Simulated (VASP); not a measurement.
# BaZnPF (P4/nmm) in VASP: single point with PBE

Aim: the single point of BaZnPF with PBE.

Program: VASP 6.6.1. These are calculated values, not measurements. Logs are shortened: lines on timing, memory, paths and dates and some standing lists are left out, and cuts for length are marked.

## (1) The cell of the first run

Symmetry: P4/nmm, No. 129, tetragonal system. Conventional cell: a = 4.203 Å, b = 4.203 Å, c = 9.563 Å, α = 90.00°, β = 90.00°, γ = 90.00°. Within 3.5 Å of Ba (site symmetry 4mm) lie 4 F at 2.65 Å and 4 P at 3.45 Å. Within 3.4 Å of Zn (site symmetry -4m2) lie 4 P at 2.54 Å and 4 Zn at 2.97 Å. Within 3.5 Å of P (site symmetry 4mm) lie 4 Zn at 2.54 Å and 4 Ba at 3.45 Å. F (site symmetry -4m2) has 4 Ba at 2.65 Å and 4 F at 2.97 Å within 3.5 Å.

## (2) Single point, PBE

File POSCAR:

```
BaZnPF
1.0
    4.2029250000      0.0000000000      0.0000000000
    0.0000000000      4.2029250000      0.0000000000
    0.0000000000      0.0000000000      9.5634310000
Ba Zn P F
2 2 2 2
Direct
    0.2500000000      0.2500000000      0.3317700000
    0.7500000000      0.7500000000      0.6682300000
    0.2500000000      0.7500000000      0.0000000000
    0.7500000000      0.2500000000      0.0000000000
    0.7500000000      0.7500000000      0.1491000000
    0.2500000000      0.2500000000      0.8509000000
    0.2500000000      0.7500000000      0.5000000000
    0.7500000000      0.2500000000      0.5000000000
```

File INCAR.step1:

```
SYSTEM = BaZnPF
PREC = Accurate ; ENCUT = 520
EDIFF = 1E-6 ; ISMEAR = 0
SIGMA = 0.0204 ; LREAL = .False.
LASPH = .True. ; NELM = 80
ALGO = Normal ; ISIF = 2
LWAVE = .False. ; LCHARG = .True.
GGA = PE ; NBANDS = 44
```

File KPOINTS.step1:

```
regular mesh
0
Gamma
  6 6 3
  0 0 0
```

File INCAR.step2:

```
SYSTEM = BaZnPF
PREC = Accurate ; ENCUT = 520
EDIFF = 1E-6 ; ISMEAR = -5
SIGMA = 0.0204 ; LREAL = .False.
LASPH = .True. ; NELM = 80
ALGO = Normal ; ISIF = 2
LWAVE = .False. ; LCHARG = .False.
GGA = PE ; LORBIT = 11
NBANDS = 44 ; NEDOS = 1001
ICHARG = 11
```

File KPOINTS.step2:

```
regular mesh
0
Gamma
  9 9 5
  0 0 0
```

Potentials or basis: VASP PAW PBE potentials, release 64 (Ba_sv, Zn, P, F).

Started as:

```console
$ cat potpaw_PBE.64/Ba_sv/POTCAR potpaw_PBE.64/Zn/POTCAR potpaw_PBE.64/P/POTCAR potpaw_PBE.64/F/POTCAR > POTCAR
$ cp INCAR.step1 INCAR
$ cp KPOINTS.step1 KPOINTS
$ mpirun -np 1 vasp_std > vasp.out
$ cp INCAR.step2 INCAR
$ cp KPOINTS.step2 KPOINTS
$ mpirun -np 1 vasp_std > vasp.out
```

OUTCAR:

```text
SYSTEM = BaZnPF
   PREC = Accurate
   ENCUT = 520
   EDIFF = 1E-6
   ISMEAR = -5
   LREAL = .False.
   LASPH = .True.
   NELM = 80
   ISIF = 2
   GGA = PE
   LORBIT = 11
   ICHARG = 11

 ion  position               nearest neighbor table
   1  0.250  0.250  0.332-   7 2.65   8 2.65   7 2.65   8 2.65   5 3.45   5 3.45   5 3.45   5 3.45
                             4 3.81   3 3.81   4 3.81   3 3.81   2 4.38   2 4.38   2 4.38   2 4.38
   2  0.750  0.750  0.668-   7 2.65   8 2.65   8 2.65   7 2.65   6 3.45   6 3.45   6 3.45   6 3.45
                             3 3.81   4 3.81   4 3.81   3 3.81   1 4.38   1 4.38   1 4.38   1 4.38
   3  0.250  0.750  0.000-   5 2.54   6 2.54   6 2.54   5 2.54   4 2.97   4 2.97   4 2.97   4 2.97
                             2 3.81   1 3.81   2 3.81   1 3.81
   4  0.750  0.250  0.000-   5 2.54   6 2.54   5 2.54   6 2.54   3 2.97   3 2.97   3 2.97   3 2.97
                             1 3.81   2 3.81   2 3.81   1 3.81
   5  0.750  0.750  0.149-   3 2.54   4 2.54   4 2.54   3 2.54   1 3.45   1 3.45   1 3.45   1 3.45

   6  0.250  0.250  0.851-   3 2.54   4 2.54   3 2.54   4 2.54   2 3.45   2 3.45   2 3.45   2 3.45

   7  0.250  0.750  0.500-   1 2.65   2 2.65   1 2.65   2 2.65
   8  0.750  0.250  0.500-   1 2.65   2 2.65   2 2.65   1 2.65

  LATTYP: Found a simple tetragonal cell.
 ALAT       =     4.2029250000
 C/A-ratio  =     2.2754227116

  Lattice vectors:

 A1 = (   4.2029250000,   0.0000000000,   0.0000000000)
 A2 = (   0.0000000000,   4.2029250000,   0.0000000000)
 A3 = (   0.0000000000,   0.0000000000,   9.5634310000)

Analysis of symmetry for initial positions (statically):
=====================================================================
 Subroutine PRICEL returns:
 Original cell was already a primitive cell.

 Routine SETGRP: Setting up the symmetry group for a
 simple tetragonal supercell.

 Subroutine GETGRP returns: Found 16 space group operations
 (whereof  4 operations were pure point group operations)
 out of a pool of 16 trial point group operations.

The static configuration has the point symmetry C_2h.
 The point group associated with its full space group is D_4h.

Analysis of symmetry for dynamics (positions and initial velocities):
=====================================================================
 Subroutine PRICEL returns:
 Original cell was already a primitive cell.

 Routine SETGRP: Setting up the symmetry group for a
 simple tetragonal supercell.
[... 136 lines left out ...]
   EFERMI_NEDOS =   21; number of points for ismear=-14 and -15
   IALGO  =     38    algorithm
   IMIX   =      4    mixing-type and parameters
     AMIX     =   0.40;   BMIX     =  1.00
     AMIX_MAG =   1.60;   BMIX_MAG =  1.00
  volume/ion in A,a.u.               =      21.12       142.50
  Fermi-wavevector in a.u.,A,eV,Ry     =   1.208756  2.284218 19.879365  1.461092
  Thomas-Fermi vector in A             =   2.344355
   LORBIT       =     11    0 simple, 1 ext, 2 COOP (PROOUT), +10 PAW based schemes
   GGA     = PE    functional components
   LHFCALC =     F    Hartree Fock is set to
   AEXX    =    0.0000 exact exchange contribution
   IVDW    =     0    specifies the selected vdW correction
   LEPSILON=     F    determine dielectric tensor
   LRPA    =     F    only Hartree local field effects (RPA)
 non-spin polarized calculation
 Fermi weights with tetrahedron method with Bloechl corrections
  energy-cutoff  :      520.00
  volume of cell :      168.93
 maximum number of plane-waves:      4570
 NGX is ok and might be reduce to    32

 number of electron      68.0000015 magnetization

 Free energy of the ion-electron system (eV)
  ---------------------------------------------------
  ext. energy  EPLUGINS =         0.00000000
  ---------------------------------------------------
  free energy    TOTEN  =       -35.41342302 eV

  energy without entropy =      -35.41342302  energy(sigma->0) =      -35.41342302

 E-fermi :   3.0452     XC(G=0):  -9.5723

 val. band max:        3.0134625994   @ k =   0.0000   0.0000   0.0000
 cond. band min:       3.4605375029   @ k =   0.0000   0.0000   0.0000
 fundamental gap:      0.4470749035
 Fermi energy:         3.0452171618

 k-point     1 :       0.0000    0.0000    0.0000
  band No.  band energies     occupation
      1     -24.4300      2.00000
      2     -24.2638      2.00000
      3     -20.4009      2.00000
      4     -20.2617      2.00000
      5      -9.5629      2.00000
      6      -9.5117      2.00000
[... 1117 lines left out ...]
     43       8.5591      0.00000
     44       8.6777      0.00000

 [... further k-points ...]

------------------------ aborting loop because EDIFF is reached ----------------------------------------

  FORCE on cell =-STRESS in cart. coord.  units (eV):
  Direction    XX          YY          ZZ          XY          YZ          ZX
  --------------------------------------------------------------------------------------
  -------------------------------------------------------------------------------------
  Total       -0.5173594     -0.5173594     -0.2542093     -0.0000000      0.0000000      0.0000000
  in kB       -4.9066597     -4.9066597     -2.4109324     -0.0000000      0.0000000      0.0000000
  external PRESSURE =      -4.0747506 kB  Pullay stress =       0.0000000 kB

 VOLUME and BASIS-vectors are now :
 -----------------------------------------------------------------------------
  energy-cutoff  :      520.00
  volume of cell :      168.93
      direct lattice vectors                 reciprocal lattice vectors
     4.202925000  0.000000000  0.000000000     0.237929537  0.000000000  0.000000000
     0.000000000  4.202925000  0.000000000     0.000000000  0.237929537  0.000000000
     0.000000000  0.000000000  9.563431000     0.000000000  0.000000000  0.104564983

 POSITION                                       TOTAL-FORCE (eV/Angst)
 -----------------------------------------------------------------------------------
      1.05073      1.05073      3.17286         0.000000     -0.000000     -0.117061
      3.15219      3.15219      6.39057         0.000000     -0.000000      0.117061
      1.05073      3.15219      0.00000         0.000000     -0.000000     -0.000000
      3.15219      1.05073      0.00000        -0.000000      0.000000     -0.000000
      3.15219      3.15219      1.42591        -0.000000     -0.000000     -0.138733
      1.05073      1.05073      8.13752        -0.000000     -0.000000      0.138733
      1.05073      3.15219      4.78172         0.000000     -0.000000     -0.000000
      3.15219      1.05073      4.78172        -0.000000     -0.000000     -0.000000
 -----------------------------------------------------------------------------------
    total drift:                                0.000000     -0.000000      0.000000

  FREE ENERGIE OF THE ION-ELECTRON SYSTEM (eV)
  ---------------------------------------------------
  free  energy   TOTEN  =       -35.4134230245 eV

  energy  without entropy=      -35.4134230245  energy(sigma->0) =      -35.41342302

 total charge

# of ion       s       p       d       tot
------------------------------------------
    1        2.003   5.626   0.259   7.888
    2        2.003   5.626   0.259   7.888
    3        0.523   0.433   9.761  10.717
    4        0.523   0.433   9.761  10.717
    5        1.030   1.465   0.000   2.494
    6        1.030   1.465   0.000   2.494
    7        1.736   4.364   0.000   6.100
    8        1.736   4.364   0.000   6.100
--------------------------------------------------
tot         10.584  23.775  20.039  54.398
```

OSZICAR.step1:

```text
N       E                     dE             d eps       ncg     rms          rms(c)
DAV:   1     0.660051087968E+03    0.66005E+03   -0.30585E+04  1760   0.162E+03
DAV:   2     0.472495808483E+02   -0.61280E+03   -0.57799E+03  1920   0.399E+02
DAV:   3    -0.343272754464E+02   -0.81577E+02   -0.80703E+02  1964   0.157E+02
DAV:   4    -0.385365083412E+02   -0.42092E+01   -0.41922E+01  2432   0.306E+01
DAV:   5    -0.386560283636E+02   -0.11952E+00   -0.11944E+00  2536   0.506E+00    0.115E+01
DAV:   6    -0.353783204037E+02    0.32777E+01   -0.12650E+01  2392   0.403E+01    0.752E+00
DAV:   7    -0.354213316943E+02   -0.43011E-01   -0.26436E+00  2088   0.857E+00    0.410E+00
DAV:   8    -0.354009325682E+02    0.20399E-01   -0.17553E-01  2152   0.279E+00    0.115E+00
DAV:   9    -0.354014951216E+02   -0.56255E-03   -0.47698E-02  2660   0.179E+00    0.252E-01
DAV:  10    -0.354029070285E+02   -0.14119E-02   -0.75834E-03  2068   0.422E-01    0.154E-01
DAV:  11    -0.354040320130E+02   -0.11250E-02   -0.16069E-03  2008   0.216E-01    0.409E-02
DAV:  12    -0.354041060072E+02   -0.73994E-04   -0.24314E-04  2592   0.859E-02    0.155E-02
DAV:  13    -0.354041188212E+02   -0.12814E-04   -0.26525E-05  2016   0.295E-02    0.848E-03
DAV:  14    -0.354041198955E+02   -0.10743E-05   -0.58867E-06  2188   0.138E-02    0.287E-03
DAV:  15    -0.354041198752E+02    0.20264E-07   -0.13234E-06  1496   0.639E-03
   1 F= -.35404120E+02 E0= -.35404120E+02  d E =-.405927E-12
```

Wall time 8 min (1 thread of Intel Xeon 8259CL, shared host); peak memory 0.46 GiB.

Results:

```yaml
Valence_electrons_inside_the_program's_atomic_spheres: Ba 7.89; Zn 10.72; P 2.49; F 6.10
```

Levels at points of the mesh, in eV from the valence-band top:
```tsv
k point	band 30	band 31	band 32	band 33	band 34	band 35	band 36	band 37	band 38	band 39
(0.00, 0.00, 0.00)	-2.08	-2.08	-0.51	0.00	0.00	0.45	1.64	2.26	2.44	3.59
```

Caveat: spin-orbit coupling is left out, which moves the levels of the heavy elements.
